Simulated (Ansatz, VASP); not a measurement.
## TaN in VASP and in Ansatz

Contents of INCAR:

```
  ALGO = Normal
  EDIFF = 1E-8
  ENCUT = 520
  GGA = PS
  GGA_COMPAT = False
  ISIF = 2
  ISMEAR = -1
  LASPH = True
  LCHARG = False
  LEFG = True
  LREAL = False
  LWAVE = False
  NBANDS = 16
  NELM = 120
  PREC = Accurate
  SIGMA = 0.02
```

KPOINTS

```
k-points
0
Gamma
  9 9 9
```

Contents of POSCAR:

```
TaN
1.0
    0.0000000000      2.1790000000      2.2225800000
    2.1790000000      0.0000000000      2.2225800000
    2.1790000000      2.1790000000      0.0000000000
Ta N
1 1
Direct
    0.5000000000      0.5000000000      0.5000000000
    0.0000000000      0.0000000000      0.0000000000
```

Input for Ansatz:

```yaml
crystal:
  lattice:
    - [0.0, 2.179, 2.22258]
    - [2.179, 0.0, 2.22258]
    - [2.179, 2.179, 0.0]
  atoms:
    - { symbol: Ta, position: [0.5, 0.5, 0.5] }
    - { symbol: "N", position: [0.0, 0.0, 0.0] }
kpoints:
  mp_grid: { grid: [9, 9, 9] }
scf:
  occupations: { method: fermi_dirac, width: 0.02 }
hamiltonian:
  xc: pbesol
  pseudopotentials: { kind: paw }
output:
  forces: true
  stress: true
  eigenvalues: true
  efg: { contact_densities: true }
```

Change from the starting cell: zz strain of +2 %, PAW files.

Alike in both runs: task electric field gradients; functional PBEsol; k mesh 9 × 9 × 9; occupations fermi-dirac, width 0.02 eV; no spin polarisation.

|  | VASP | Ansatz |
| --- | --- | --- |
| version | VASP 6.6.1 | Ansatz 0.2.0 |
| potentials or method | VASP PAW PBE potentials, release 64 (Ta_sv_GW, N) | PAW with Ansatz's default frozen-core files, scalar-relativistic |
| plane-wave cutoff (eV) | 520 | 420 |
| valence electrons in the cell | 18 | 18 |

VASP gave:

* size of Vzz on the site where it differs most (V/Å²): 93.6

**Question.** Which values does Ansatz return?

**Answer.** Size of Vzz on the site where it differs most (V/Å²): 93.2.

VASP's potentials were made for PBE, not for PBEsol. With one functional, cell and mesh, what is left measures potentials, basis and numerics.

Spin-orbit coupling is off throughout.
